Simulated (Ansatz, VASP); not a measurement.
# Ge3S4 in VASP and in Ansatz

```xyz
7
Lattice="3.5982 0.0000 0.0000 -1.7991 3.1161 0.0000 0.0000 0.0000 14.2398" Properties=species:S:1:pos:R:3 pbc="T T T"
Ge    1.7991    1.0387    3.1975
Ge    0.0000    0.0000    7.1199
Ge    0.0000    2.0774   11.0423
S     0.0000    2.0774   13.0935
S     1.7991    1.0387    1.1462
S     0.0000    0.0000    4.4905
S     0.0000    0.0000    9.7492
```

Alike in both runs: functional PBE; dispersion D3(BJ); k mesh 6 × 6 × 2; occupations gaussian, width 0.1 eV; no spin polarisation.

Ansatz relaxed the structure, and its values are those at the end. VASP's run is a single point on that final structure, the one shown.

|  | VASP | Ansatz |
| --- | --- | --- |
| version | VASP 6.6.1 | Ansatz 0.2.0 |
| potentials or method | VASP PAW PBE potentials, release 64 (Ge_d, S), cutoff 520 eV | scalar-relativistic, plane waves, PAW |
| valence electrons in the cell | 66 | 66 |

VASP gave:

* gap on the k mesh at the Fermi level (eV): none
* pressure (GPa): -0.1
* rms of the force components (eV/Å): 0.040

Question: Which values does Ansatz return?

Answer: gap on the k mesh at the Fermi level (eV): none; pressure (GPa): 0.1; rms of the force components (eV/Å): 0.006.

A gap of «none» marks a metal or a gap that the smearing closes.
